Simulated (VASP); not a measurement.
# AlSi16 (a cell with a defect) in VASP: further runs, part 2 of 2

VASP 6.6.1. Earlier steps stand in the parts before.

## 4. Single point, PBE, collinear spin, zero start

Contents of INCAR:

```
SYSTEM = AlSi16
  PREC = Accurate
  ENCUT = 520
  EDIFF = 1E-6
  ISMEAR = 0
  SIGMA = 0.05
  LREAL = Auto
  LASPH = .True.
  NELM = 150
  ALGO = Normal
  ISIF = 2
  LWAVE = .False.
  LCHARG = .False.
  ISPIN = 2
  MAGMOM = 0 0 0 0 0 0 0 0 0 0 0 0 0 0 0 0 0
  LORBIT = 11
  GGA = PE
  NBANDS = 52
```

Contents of KPOINTS:

```
regular mesh
0
Gamma
  2 2 2
  0 0 0
```

Contents of POSCAR:

```
AlSi16
1.0
    0.0000000000      5.4300000000      5.4300000000
    5.4300000000      0.0000000000      5.4300000000
    5.4300000000      5.4300000000      0.0000000000
Si Al
16 1
Direct
   -0.0444054328      0.0149269797      0.0147835175
    0.1194348066      0.1168390424      0.1167009208
    0.0057439227     -0.0301571823      0.5122628913
    0.1194700737      0.1168291897      0.6471192449
    0.0057411602      0.5124017495     -0.0302943831
    0.1194643646      0.6472616022      0.1166918048
    0.0057749540      0.5123944751      0.5122567219
    0.1755460405      0.6082893186      0.6081515654
    0.4915423573     -0.0004499079     -0.0005791897
    0.5833172192      0.1390177716      0.1388849908
    0.4915799263     -0.0004589319      0.5095874770
    0.6315508287      0.1155430939      0.6265182320
    0.4915738490      0.5097209945     -0.0005872928
    0.6315483425      0.6266474217      0.1154153775
    0.5498368324      0.4835204420      0.4833926335
    0.6315838858      0.6266382136      0.6265100368
    1.0036084715      0.3322629834      0.3321233886
```

Potentials or basis: VASP PAW PBE potentials, release 64 (Si, Al).

Run with:

```console
$ cat potpaw_PBE.64/Si/POTCAR potpaw_PBE.64/Al/POTCAR > POTCAR
$ mpirun -np 1 vasp_std > vasp.out
```

OUTCAR:

```text
SYSTEM = AlSi16
   PREC = Accurate
   ENCUT = 520
   EDIFF = 1E-6
   ISMEAR = 0
   LREAL = Auto
   LASPH = .True.
   NELM = 150
   ISIF = 2
   ISPIN = 2
   LORBIT = 11
   GGA = PE

 ion  position               nearest neighbor table
   1  0.956  0.015  0.015-   4 2.32   6 2.32   2 2.32  10 2.33
   2  0.119  0.117  0.117-   1 2.32   9 2.33  17 2.46   3 2.48   5 2.48
   3  0.006  0.970  0.512-   8 2.29  12 2.35  17 2.41   2 2.48   4 2.48
   4  0.119  0.117  0.647-   1 2.32  11 2.33  17 2.46   7 2.48   3 2.48
   5  0.006  0.512  0.970-   8 2.29  14 2.35  17 2.41   2 2.48   6 2.48
   6  0.119  0.647  0.117-   1 2.32  13 2.33  17 2.46   7 2.48   5 2.48
   7  0.006  0.512  0.512-   8 2.29  16 2.35  17 2.41   6 2.48   4 2.48
   8  0.176  0.608  0.608-   3 2.29   5 2.29   7 2.29  15 2.35
   9  0.492  1.000  0.999-  10 2.33   2 2.33  14 2.34  12 2.34
  10  0.583  0.139  0.139-  11 2.33  13 2.33   9 2.33   1 2.33
[... 1039 lines left out ...]
      6.80459      6.83145      6.83215        -0.025901      0.032646      0.032766
      3.60762      1.82302      1.82378         0.549965     -0.549356     -0.548368
 -----------------------------------------------------------------------------------
    total drift:                               -0.003793      0.001600      0.000475

  FREE ENERGIE OF THE ION-ELECTRON SYSTEM (eV)
  ---------------------------------------------------
  free  energy   TOTEN  =       -86.1321734383 eV

  energy  without entropy=      -86.1189862515  energy(sigma->0) =      -86.12557984

 total charge

# of ion       s       p       d       tot
------------------------------------------
    1        0.752   0.950   0.000   1.701
    2        0.752   0.924   0.000   1.676
    3        0.761   0.924   0.000   1.685
    4        0.752   0.924   0.000   1.676
    5        0.761   0.924   0.000   1.685
    6        0.752   0.924   0.000   1.676
[... 9 lines left out ...]
   16        0.746   0.944   0.000   1.690
   17        0.476   0.388   0.000   0.864
--------------------------------------------------
tot         12.483  15.454   0.000  27.938

 magnetization (x)

# of ion       s       p       d       tot
------------------------------------------
    1       -0.000  -0.000   0.000  -0.000
    2       -0.000  -0.000   0.000  -0.000
    3       -0.000  -0.000   0.000  -0.000
    4       -0.000  -0.000   0.000  -0.000
    5       -0.000  -0.000   0.000  -0.000
    6       -0.000  -0.000   0.000  -0.000
[... 9 lines left out ...]
   16       -0.000  -0.000   0.000  -0.000
   17       -0.000  -0.000   0.000  -0.000
--------------------------------------------------
tot         -0.000  -0.000   0.000  -0.000
```

OSZICAR:

```text
N       E                     dE             d eps       ncg     rms          rms(c)
DAV:   1     0.151398732681E+03    0.15140E+03   -0.25204E+04  1664   0.106E+03
DAV:   2    -0.743770783317E+02   -0.22578E+03   -0.21135E+03  2032   0.160E+02
DAV:   3    -0.876201268796E+02   -0.13243E+02   -0.12956E+02  2172   0.342E+01
DAV:   4    -0.878781922590E+02   -0.25807E+00   -0.25695E+00  2072   0.587E+00
DAV:   5    -0.878848899362E+02   -0.66977E-02   -0.66842E-02  2128   0.890E-01    0.143E+01
DAV:   6    -0.866191891317E+02    0.12657E+01   -0.83461E-01  1992   0.274E+00    0.874E+00
DAV:   7    -0.861247009240E+02    0.49449E+00   -0.13440E+00  1984   0.325E+00    0.866E-01
DAV:   8    -0.861295926294E+02   -0.48917E-02   -0.98528E-02  1956   0.106E+00    0.509E-01
DAV:   9    -0.861310894066E+02   -0.14968E-02   -0.84394E-03  2060   0.299E-01    0.228E-01
DAV:  10    -0.861318872022E+02   -0.79780E-03   -0.15541E-03  1924   0.123E-01    0.105E-01
DAV:  11    -0.861321172098E+02   -0.23001E-03   -0.25060E-04  2064   0.573E-02    0.515E-02
DAV:  12    -0.861321665813E+02   -0.49372E-04   -0.53694E-05  1916   0.249E-02    0.220E-02
DAV:  13    -0.861321719965E+02   -0.54151E-05   -0.61811E-06  2100   0.850E-03    0.747E-03
DAV:  14    -0.861321730236E+02   -0.10272E-05   -0.13972E-06  1452   0.404E-03    0.253E-03
DAV:  15    -0.861321734383E+02   -0.41468E-06   -0.29792E-07  1184   0.196E-03
   1 F= -.86132173E+02 E0= -.86125580E+02  d E =-.131872E-01  mag=    -0.0000
```

stdout:

```text
POSCAR found type information on POSCAR SiAl
 POSCAR found :  2 types and      17 ions
 scaLAPACK will be used
 LDA part: xc-table for (Slater+PW92), standard interpolation
 POSCAR, INCAR and KPOINTS ok, starting setup
 FFT: planning ... GRIDC
 FFT: planning ... GRID_SOFT
 FFT: planning ... GRID
 WAVECAR not read
 entering main loop
```

It took 4.2 min on 1 thread of Intel Xeon 6975P-C (Granite Rapids), shared host; peak memory 0.7 GiB.

What came out:

| Item | Value |
| --- | --- |
| Free energy | -86.1322 eV |
| Pressure | 5.4 GPa |
| Largest force | 0.951 eV/Å |
| Net moment | 0.00 μB per cell |
| Valence electrons inside the program's atomic spheres | Si 1.70, 1.68, 1.69, 1.72; Al 0.86 |

Forces on the atoms (eV/Å):
```
Si  -0.053  0.054  0.054
Si   0.047  0.044  0.044
Si  -0.078  0.077 -0.009
Si  -0.044 -0.047  0.044
Si  -0.077 -0.009  0.077
Si  -0.044  0.045 -0.047
Si   0.009  0.077  0.077
Si  -0.059  0.058  0.058
Si  -0.005  0.009  0.009
Si  -0.055  0.055  0.055
Si  -0.008  0.006  0.009
Si  -0.033  0.033  0.026
Si  -0.009  0.008  0.006
Si  -0.033  0.026  0.033
Si  -0.081  0.080  0.080
Si  -0.026  0.033  0.033
Al   0.550 -0.549 -0.548
```

Levels at points of the mesh, in eV from the Fermi level:
Spin up:
```csv
k point,band 29,band 30,band 31,band 32,band 33,band 34,band 35,band 36,band 37,band 38
"(0.00, 0.00, 0.00)",-1.64,-1.55,-0.95,-0.81,-0.81,-0.64,-0.23,-0.23,0.03,0.03
"(0.50, 0.00, 0.00)",-1.56,-1.56,-1.47,-1.47,-0.56,0.16,0.27,0.27,1.02,1.02
"(0.00, 0.50, 0.00)",-1.62,-1.58,-1.54,-1.50,-0.44,0.07,0.28,0.55,0.74,0.86
"(0.00, 0.00, 0.50)",-1.62,-1.58,-1.54,-1.50,-0.44,0.07,0.28,0.55,0.74,0.86
"(0.50, 0.50, 0.50)",-1.62,-1.58,-1.54,-1.50,-0.44,0.07,0.28,0.55,0.74,0.86
"(0.50, 0.50, 0.00)",-2.23,-2.13,-2.08,-1.92,-0.20,0.04,0.89,1.36,1.45,1.49
"(0.00, 0.50, 0.50)",-2.23,-2.13,-2.08,-1.92,-0.20,0.04,0.89,1.36,1.45,1.49
"(0.50, 0.00, 0.50)",-2.23,-2.13,-2.08,-1.92,-0.20,0.04,0.89,1.36,1.45,1.49
```
Spin down:
| k point | band 30 | band 31 | band 32 | band 33 | band 34 | band 35 | band 36 | band 37 |
| --- | --- | --- | --- | --- | --- | --- | --- | --- |
| (0.00, 0.00, 0.00) | -1.55 | -0.95 | -0.81 | -0.81 | -0.64 | -0.23 | -0.23 | 0.03 |
| (0.50, 0.00, 0.00) | -1.56 | -1.47 | -1.47 | -0.56 | 0.16 | 0.27 | 0.27 | 1.02 |
| (0.00, 0.50, 0.00) | -1.58 | -1.54 | -1.50 | -0.44 | 0.07 | 0.28 | 0.55 | 0.74 |
| (0.00, 0.00, 0.50) | -1.58 | -1.54 | -1.50 | -0.44 | 0.07 | 0.28 | 0.55 | 0.74 |
| (0.50, 0.50, 0.50) | -1.58 | -1.54 | -1.50 | -0.44 | 0.07 | 0.28 | 0.55 | 0.74 |
| (0.50, 0.50, 0.00) | -2.13 | -2.08 | -1.92 | -0.20 | 0.04 | 0.89 | 1.36 | 1.45 |
| (0.00, 0.50, 0.50) | -2.13 | -2.08 | -1.92 | -0.20 | 0.04 | 0.89 | 1.36 | 1.45 |
| (0.50, 0.00, 0.50) | -2.13 | -2.08 | -1.92 | -0.20 | 0.04 | 0.89 | 1.36 | 1.45 |

Caveat: the k points lie up to 0.50 Å⁻¹ apart.
